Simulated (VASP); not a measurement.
# InSb (F-43m) in VASP: a series of runs

InSb is run at these levels: PBE; tasks: single point.

Program: VASP 6.6.1. These are calculated values, not measurements. Logs are shortened: lines on timing, memory, paths and dates and some standing lists are left out, and cuts for length are marked.

### Step 1. The cell of the first run

The structure is cubic, space group F-43m (No. 216). Conventional cell: a = 6.502 Å, b = 6.502 Å, c = 6.502 Å, α = 90.00°, β = 90.00°, γ = 90.00°. In (site symmetry -43m) has 4 Sb at 2.82 Å within 3.7 Å. Within 3.7 Å of Sb (site symmetry -43m) lie 4 In at 2.82 Å.

### Step 2. Single point, PBE (volume changed by -6%)

INCAR

```
SYSTEM = InSb
PREC = Accurate
ENCUT = 520
EDIFF = 1E-6
ISMEAR = -1
SIGMA = 0.02
LREAL = .False.
LASPH = .True.
NELM = 80
ALGO = Normal
ISIF = 2
LWAVE = .False.
LCHARG = .False.
GGA = PE
NBANDS = 16
```

KPOINTS

```
Automatic mesh
0
Gamma
  6 6 6
  0 0 0
```

POSCAR

```
InSb
1.0
    0.0000000000      3.2510114459      3.2510114459
    3.2510114459      0.0000000000      3.2510114459
    3.2510114459      3.2510114459      0.0000000000
In Sb
1 1
Direct
    0.0000000000      0.0000000000      0.0000000000
    0.2500000000      0.2500000000      0.2500000000
```

Potentials or basis: VASP PAW PBE potentials, release 64 (In_d, Sb).

Run with:

```bash
> cat potpaw_PBE.64/In_d/POTCAR potpaw_PBE.64/Sb/POTCAR > POTCAR
> mpirun -np 1 vasp_std > vasp.out
```

OUTCAR:

```text
SYSTEM = InSb
   PREC = Accurate
   ENCUT = 520
   EDIFF = 1E-6
   ISMEAR = -1
   LREAL = .False.
   LASPH = .True.
   NELM = 80
   ISIF = 2
   GGA = PE

 ion  position               nearest neighbor table
   1  0.000  0.000  0.000-   2 2.82   2 2.82   2 2.82   2 2.82
   2  0.250  0.250  0.250-   1 2.82   1 2.82   1 2.82   1 2.82

  LATTYP: Found a face centered cubic cell.
 ALAT       =     6.5020228918

  Lattice vectors:

 A1 = (   0.0000000000,   3.2510114459,   3.2510114459)
 A2 = (   3.2510114459,   0.0000000000,   3.2510114459)
 A3 = (   3.2510114459,   3.2510114459,   0.0000000000)

Analysis of symmetry for initial positions (statically):
[... 5 lines left out ...]
 face centered cubic supercell.

 Subroutine GETGRP returns: Found 24 space group operations
 (whereof 24 operations were pure point group operations)
 out of a pool of 48 trial point group operations.

The static configuration has the point symmetry T_d .

Analysis of symmetry for dynamics (positions and initial velocities):
[... 5 lines left out ...]
 face centered cubic supercell.

 Subroutine GETGRP returns: Found 24 space group operations
 (whereof 24 operations were pure point group operations)
 out of a pool of 48 trial point group operations.

The dynamic configuration has the point symmetry T_d .

 Subroutine INISYM returns: Found 24 space group operations
 (whereof 24 operations are pure point group operations),
 and found     1 'primitive' translations

----------------------------------------------------------------------------------------

                                     Primitive cell

  volume of cell :      68.7204

  direct lattice vectors                    reciprocal lattice vectors
     0.000000000  3.251011446  3.251011446    -0.153798290  0.153798290  0.153798290
     3.251011446  0.000000000  3.251011446     0.153798290 -0.153798290  0.153798290
     3.251011446  3.251011446  0.000000000     0.153798290  0.153798290 -0.153798290

  length of vectors
     4.597624478  4.597624478  4.597624478     0.266386452  0.266386452  0.266386452

  position of ions in fractional coordinates (direct lattice)
     0.000000000  0.000000000  0.000000000
     0.250000000  0.250000000  0.250000000

  ion indices of the primitive-cell ions
   primitive index   ion index
                 1           1
                 2           2

----------------------------------------------------------------------------------------

 KPOINTS: Automatic mesh

Automatic generation of k-mesh.
 Grid dimensions read from file:
 generate k-points for:    6    6    6

 Generating k-lattice:

  Cartesian coordinates                     Fractional coordinates (reciprocal lattice)
    -0.025633048  0.025633048  0.025633048     0.166666667  0.000000000  0.000000000
     0.025633048 -0.025633048  0.025633048     0.000000000  0.166666667  0.000000000
     0.025633048  0.025633048 -0.025633048     0.000000000  0.000000000  0.166666667

  Length of vectors
     0.044397742  0.044397742  0.044397742

  Shift w.r.t. Gamma in fractional coordinates (k-lattice)
     0.000000000  0.000000000  0.000000000

 Subroutine IBZKPT returns following result:
 ===========================================

 Found     16 irreducible k-points:

 Following reciprocal coordinates:
            Coordinates               Weight
  0.000000  0.000000  0.000000      1.000000
  0.166667  0.000000  0.000000      8.000000
  0.333333  0.000000  0.000000      8.000000
  0.500000  0.000000  0.000000      4.000000
  0.166667  0.166667  0.000000      6.000000
  0.333333  0.166667  0.000000     24.000000
[... 8 lines left out ...]
 -0.333333  0.333333  0.166667     24.000000
 -0.333333  0.500000  0.166667     12.000000
   k-points           NKPTS =     16   k-points in BZ     NKDIM =     16   number of bands    NBANDS=     16
   number of dos      NEDOS =    301   number of ions     NIONS =      2
   total plane-waves  NPLWV =  46656
   dimension x,y,z NGX =    36 NGY =   36 NGZ =   36
   dimension x,y,z NGXF=    72 NGYF=   72 NGZF=   72
   ions per type =               1   1
   NGX,Y,Z   is equivalent  to a cutoff of  13.02, 13.02, 13.02 a.u.
   NGXF,Y,Z  is equivalent  to a cutoff of  26.03, 26.03, 26.03 a.u.
 SYSTEM =  InSb
   PREC   = accura    normal or accurate (medium, high low for compatibility)
   ISTART =      0    job   : 0-new  1-cont  2-samecut
   ICHARG =      2    charge: 1-file 2-atom 10-const
   ISPIN  =      1    spin polarized calculation?
   LNONCOLLINEAR =      F non collinear calculations
   LSORBIT =      F    spin-orbit coupling
   LASPH  =      T    aspherical Exc in radial PAW
   ENCUT  =  520.0 eV  38.22 Ry    6.18 a.u.   8.55  8.55  8.55*2*pi/ulx,y,z
   NELM   =     80;   NELMIN=  2; NELMDL= -5     # of ELM steps
   EDIFF  = 0.1E-05   stopping-criterion for ELM
   LREAL  =      F    real-space projection
   EDIFFG = 0.1E-04   stopping-criterion for IOM
   NSW    =      0    number of steps for IOM
   IBRION =     -1    ionic relax: 0-MD 1-quasi-New 2-CG
   NFREE  =      0    steps in history (QN), initial steepest desc. (CG)
   ISIF   =      2    stress and relaxation
   ISYM   =      2    0-nonsym 1-usesym 2-fastsym
   POTIM  = 0.5000    time-step for ionic-motion
   TEBEG  =    0.0;   TEEND  =   0.0 temperature during run
   PSTRESS=    0.0 pullay stress
   NELECT =      18.0000    total number of electrons
   NUPDOWN=      -1.0000    fix difference up-down
   EMIN   =  10.00;   EMAX   =-10.00  energy-range for DOS
   EFERMI =   0.00;   METHOD = LEGACY
   ISMEAR =    -1;   SIGMA  =   0.02  broadening in eV -4-tet -1-fermi 0-gaus
   EFERMI_NEDOS =   21; number of points for ismear=-14 and -15
   IALGO  =     38    algorithm
   IMIX   =      4    mixing-type and parameters
     AMIX     =   0.40;   BMIX     =  1.00
     AMIX_MAG =   1.60;   BMIX_MAG =  1.00
  volume/ion in A,a.u.               =      34.36       231.87
  Fermi-wavevector in a.u.,A,eV,Ry     =   1.047459  1.979411 14.927918  1.097171
  Thomas-Fermi vector in A             =   2.182340
   LORBIT       =      0    0 simple, 1 ext, 2 COOP (PROOUT), +10 PAW based schemes
   GGA     = PE    functional components
   LHFCALC =     F    Hartree Fock is set to
   AEXX    =    0.0000 exact exchange contribution
   IVDW    =     0    specifies the selected vdW correction
   LEPSILON=     F    determine dielectric tensor
   LRPA    =     F    only Hartree local field effects (RPA)
 non-spin polarized calculation
  energy-cutoff  :      520.00
  volume of cell :       68.72
 maximum number of plane-waves:      1874
 NGX is ok and might be reduce to    36
   NGX = 17   NGY = 17   NGZ = 17

 number of electron      17.9999993 magnetization

 Free energy of the ion-electron system (eV)
  ---------------------------------------------------
  ext. energy  EPLUGINS =         0.00000000
  ---------------------------------------------------
  free energy    TOTEN  =        -6.89782222 eV

  energy without entropy =       -6.89746860  energy(sigma->0) =       -6.89764541

 E-fermi :   5.0146     XC(G=0):  -8.6357

 val. band max:        5.0007543671   @ k =   0.0000   0.0000   0.0000
 cond. band min:       5.5176969384   @ k =   0.5000   0.0000   0.0000
 fundamental gap:      0.5169425713
 Fermi energy:         5.0146172412

 k-point     1 :       0.0000    0.0000    0.0000
  band No.  band energies     occupation
      1      -9.5889      2.00000
      2      -9.5889      2.00000
      3      -9.5889      2.00000
      4      -9.5070      2.00000
      5      -9.5070      2.00000
      6      -5.6496      2.00000
[... 8 lines left out ...]
     15      13.2555      0.00000
     16      13.2555      0.00000

 k-point     2 :       0.1667    0.0000    0.0000
  band No.  band energies     occupation
      1      -9.6003      2.00000
      2      -9.5837      2.00000
      3      -9.5837      2.00000
      4      -9.5073      2.00000
      5      -9.5073      2.00000
      6      -5.4046      2.00000
[... 8 lines left out ...]
     15      12.3092      0.00000
     16      12.3092      0.00000

 k-point     3 :       0.3333    0.0000    0.0000
  band No.  band energies     occupation
      1      -9.6228      2.00000
      2      -9.5745      2.00000
      3      -9.5745      2.00000
      4      -9.5065      2.00000
      5      -9.5065      2.00000
      6      -4.7715      2.00000
[... 8 lines left out ...]
     15      12.7192      0.00000
     16      12.7192      0.00000

 k-point     4 :       0.5000    0.0000    0.0000
  band No.  band energies     occupation
      1      -9.6339      2.00000
      2      -9.5708      2.00000
      3      -9.5708      2.00000
      4      -9.5052      2.00000
      5      -9.5052      2.00000
      6      -4.3090      2.00000
[... 8 lines left out ...]
     15      14.1580      0.00000
     16      14.1580      0.00000

 k-point     5 :       0.1667    0.1667    0.0000
  band No.  band energies     occupation
      1      -9.6097      2.00000
      2      -9.5785      2.00000
      3      -9.5785      2.00000
      4      -9.5108      2.00000
      5      -9.5048      2.00000
      6      -5.3214      2.00000
[... 8 lines left out ...]
     15      12.3765      0.00000
     16      13.5336      0.00000

 k-point     6 :       0.3333    0.1667    0.0000
  band No.  band energies     occupation
      1      -9.6284      2.00000
      2      -9.5705      2.00000
      3      -9.5687      2.00000
      4      -9.5131      2.00000
      5      -9.5033      2.00000
      6      -4.8041      2.00000
[... 8 lines left out ...]
     15      13.3152      0.00000
     16      13.6544      0.00000
[... 115 lines left out ...]
 k-point    13 :       0.5000    0.5000    0.0000
  band No.  band energies     occupation
      1      -9.6656      2.00000
      2      -9.5465      2.00000
      3      -9.5465      2.00000
      4      -9.5255      2.00000
      5      -9.4982      2.00000
      6      -3.7107      2.00000
[... 8 lines left out ...]
     15      15.1845      0.00000
     16      15.5256      0.00000

 k-point    14 :       0.5000    0.3333    0.1667
  band No.  band energies     occupation
      1      -9.6429      2.00000
      2      -9.5643      2.00000
      3      -9.5589      2.00000
      4      -9.5150      2.00000
      5      -9.5032      2.00000
      6      -4.2540      2.00000
[... 8 lines left out ...]
     15      13.8022      0.00000
     16      15.2249      0.00000

 k-point    15 :      -0.3333    0.3333    0.1667
  band No.  band energies     occupation
      1      -9.6480      2.00000
      2      -9.5635      2.00000
      3      -9.5544      2.00000
      4      -9.5135      2.00000
      5      -9.5051      2.00000
      6      -3.8705      2.00000
[... 8 lines left out ...]
     15      14.5850      0.00000
     16      15.0492      0.00000

 k-point    16 :      -0.3333    0.5000    0.1667
  band No.  band energies     occupation
      1      -9.6565      2.00000
      2      -9.5572      2.00000
      3      -9.5485      2.00000
      4      -9.5189      2.00000
      5      -9.5024      2.00000
      6      -3.6842      2.00000
[... 8 lines left out ...]
     15      14.7312      0.00000
     16      15.4579      0.00000

------------------------ aborting loop because EDIFF is reached ----------------------------------------

  FORCE on cell =-STRESS in cart. coord.  units (eV):
  Direction    XX          YY          ZZ          XY          YZ          ZX
  --------------------------------------------------------------------------------------
  -------------------------------------------------------------------------------------
  Total        1.1317193      1.1317193      1.1317193     -0.0000000      0.0000000     -0.0000000
  in kB       26.3854075     26.3854075     26.3854075     -0.0000000      0.0000000     -0.0000000
  external PRESSURE =      26.3854075 kB  Pullay stress =       0.0000000 kB

 VOLUME and BASIS-vectors are now :
 -----------------------------------------------------------------------------
  energy-cutoff  :      520.00
  volume of cell :       68.72
      direct lattice vectors                 reciprocal lattice vectors
     0.000000000  3.251011446  3.251011446    -0.153798290  0.153798290  0.153798290
     3.251011446  0.000000000  3.251011446     0.153798290 -0.153798290  0.153798290
     3.251011446  3.251011446  0.000000000     0.153798290  0.153798290 -0.153798290

 POSITION                                       TOTAL-FORCE (eV/Angst)
 -----------------------------------------------------------------------------------
      0.00000      0.00000      0.00000        -0.000000     -0.000000     -0.000000
      1.62551      1.62551      1.62551         0.000000      0.000000      0.000000
 -----------------------------------------------------------------------------------
    total drift:                               -0.000000     -0.000000     -0.000000

  FREE ENERGIE OF THE ION-ELECTRON SYSTEM (eV)
  ---------------------------------------------------
  free  energy   TOTEN  =        -6.8978222211 eV

  energy  without entropy=       -6.8974685961  energy(sigma->0) =       -6.89764541
```

Wall time 21 s (1 thread of Intel Xeon Platinum 8488C (Sapphire Rapids), shared host); peak memory 0.2 GiB.

Results:

| Item | Value |
| --- | --- |
| Free energy | -6.8978 eV |
| Pressure | 2.6 GPa |
| Band gap on the k mesh | zero (filled and empty bands touch) |

Levels at points of the mesh, in eV from the Fermi level:
```
           k point  band 6  band 7  band 8  band 9  band 10  band 11  band 12  band 13
(0.00, 0.00, 0.00)  -10.66   -0.27   -0.01   -0.01    -0.01     2.94     2.94     2.94
(0.50, 0.00, 0.00)   -9.32   -5.59   -1.01   -1.01     0.50     3.79     3.79     6.09
(0.50, 0.50, 0.00)   -8.73   -5.89   -2.24   -2.24     1.32     1.35     8.07     8.07
```

Caveat: the cell differs from its parent crystal (volume changed by -6%); spin-orbit coupling is left out, which moves the levels of the heavy elements.

### Step 3. Single point, PBE

This run uses another cell than the first one, of 36.55 Å³/atom, 1.064 times its volume.

INCAR

```
PREC = Accurate ; ENCUT = 520
EDIFF = 1E-6 ; ISMEAR = -1
SIGMA = 0.02 ; LREAL = F
LASPH = T ; NELM = 80
ALGO = Normal ; ISIF = 2
LWAVE = F ; LCHARG = F
GGA = PE ; NBANDS = 16
```

KPOINTS

```
Automatic mesh
0
Gamma
  6 6 6
```

POSCAR

```
InSb
1.0
    0.0000000000      3.3187602570      3.3187602570
    3.3187602570      0.0000000000      3.3187602570
    3.3187602570      3.3187602570      0.0000000000
In Sb
1 1
Direct
    0.0000000000      0.0000000000      0.0000000000
    0.2500000000      0.2500000000      0.2500000000
```

Potentials or basis: VASP PAW PBE potentials, release 64 (In_d, Sb).

Run with:

```bash
> cat potpaw_PBE.64/In_d/POTCAR potpaw_PBE.64/Sb/POTCAR > POTCAR
> mpirun -np 1 vasp_std > vasp.out
```

Run time: 18 s. Hardware: 1 thread of Intel Xeon Platinum 8488C (Sapphire Rapids), shared host; peak memory 0.21 GiB.

It converged, with:

* Free energy: -6.9325 eV
* Pressure: 0.0 GPa
* Band gap on the k mesh: zero (filled and empty bands touch)

Levels at points of the mesh, in eV from the Fermi level:
| k point | band 6 | band 7 | band 8 | band 9 | band 10 | band 11 | band 12 | band 13 |
| --- | --- | --- | --- | --- | --- | --- | --- | --- |
| (0.00, 0.00, 0.00) | -10.29 | -0.61 | -0.01 | -0.01 | -0.01 | 2.95 | 2.95 | 2.95 |
| (0.50, 0.00, 0.00) | -9.10 | -5.32 | -0.92 | -0.92 | 0.40 | 3.78 | 3.78 | 6.10 |
| (0.50, 0.50, 0.00) | -8.58 | -5.64 | -2.05 | -2.05 | 1.34 | 1.45 | 7.71 | 7.71 |

Caveat: spin-orbit coupling is left out, which moves the levels of the heavy elements.

### Step 4. Single point, PBE (volume changed by -3%)

INCAR

```
SYSTEM = InSb
PREC = Accurate ; ENCUT = 520
EDIFF = 1E-7 ; ISMEAR = -1
SIGMA = 0.02 ; LREAL = .False.
LASPH = .True. ; NELM = 80
ALGO = Normal ; ISIF = 2
LWAVE = .False. ; LCHARG = .True.
GGA = PE ; LELF = .True.
LVHAR = .True. ; NBANDS = 16
```

KPOINTS

```
Automatic mesh
0
Gamma
  6 6 6
  0 0 0
```

POSCAR

```
InSb
1.0
    0.0000000000      3.2852351341      3.2852351341
    3.2852351341      0.0000000000      3.2852351341
    3.2852351341      3.2852351341      0.0000000000
In Sb
1 1
Direct
    0.0000000000      0.0000000000      0.0000000000
    0.2500000000      0.2500000000      0.2500000000
```

Run with:

```bash
> cat potpaw_PBE.64/In_d/POTCAR potpaw_PBE.64/Sb/POTCAR > POTCAR
> mpirun -np 1 vasp_std > vasp.out
```

Run time: 19 s. Hardware: 1 thread of Intel Xeon Platinum 8488C (Sapphire Rapids), shared host; peak memory 0.21 GiB.

It converged, with:

- Free energy: -6.9242 eV
- Pressure: 1.2 GPa
- Band gap on the k mesh: zero (filled and empty bands touch)

Levels at points of the mesh, in eV from the Fermi level:
| k point | band 6 | band 7 | band 8 | band 9 | band 10 | band 11 | band 12 | band 13 |
| --- | --- | --- | --- | --- | --- | --- | --- | --- |
| (0.00, 0.00, 0.00) | -10.47 | -0.44 | -0.01 | -0.01 | -0.01 | 2.95 | 2.95 | 2.95 |
| (0.50, 0.00, 0.00) | -9.21 | -5.44 | -0.96 | -0.96 | 0.45 | 3.79 | 3.79 | 6.10 |
| (0.50, 0.50, 0.00) | -8.65 | -5.76 | -2.14 | -2.14 | 1.33 | 1.40 | 7.89 | 7.89 |

Caveat: the cell differs from its parent crystal (volume changed by -3%); spin-orbit coupling is left out, which moves the levels of the heavy elements.

### Step 5. Single point, PBE (volume changed by +3%)

INCAR

```
ALGO     = Normal         # electronic algorithm
EDIFF    = 1E-6           # SCF threshold, eV
ENCUT    = 520            # plane-wave cutoff, eV
GGA      = PE             # functional
ISIF     = 2              # what is computed and relaxed
ISMEAR   = -1             # smearing method
LASPH    = True           # aspherical terms in the spheres
LCHARG   = True           # write CHGCAR
LELF     = True           # ELF
LREAL    = False          # projectors in reciprocal space
LVHAR    = True         
LWAVE    = False          # write WAVECAR
NBANDS   = 16             # bands
NELM     = 100            # most SCF steps
PREC     = Accurate       # precision mode
SIGMA    = 0.02           # smearing width, eV
```

KPOINTS

```
k-points
0
Gamma
  6 6 6
```

POSCAR

```
InSb
1.0
    0.0000000000      3.3516214066      3.3516214066
    3.3516214066      0.0000000000      3.3516214066
    3.3516214066      3.3516214066      0.0000000000
In Sb
1 1
Direct
    0.0000000000      0.0000000000      0.0000000000
    0.2500000000      0.2500000000      0.2500000000
```

Run with:

```bash
> cat potpaw_PBE.64/In_d/POTCAR potpaw_PBE.64/Sb/POTCAR > POTCAR
> mpirun -np 1 vasp_std > vasp.out
```

Run time: 16 s. Hardware: 1 thread of Intel Xeon Platinum 8488C (Sapphire Rapids), shared host; peak memory 0.21 GiB.

Results (log left out):

| Item | Value |
| --- | --- |
| Free energy | -6.9256 eV |
| Pressure | -1.0 GPa |
| Band gap on the k mesh | zero (filled and empty bands touch) |

Levels at points of the mesh, in eV from the Fermi level:
```csv
k point,band 7,band 8,band 9,band 10,band 11,band 12
"(0.00, 0.00, 0.00)",-0.77,-0.01,-0.01,-0.01,2.95,2.95
"(0.50, 0.00, 0.00)",-5.20,-0.88,-0.88,0.35,3.77,3.77
"(0.50, 0.50, 0.00)",-5.52,-1.96,-1.96,1.35,1.49,7.54
```

Caveat: the cell differs from its parent crystal (volume changed by +3%); spin-orbit coupling is left out, which moves the levels of the heavy elements.

(Part 1 of 2 ends here.)
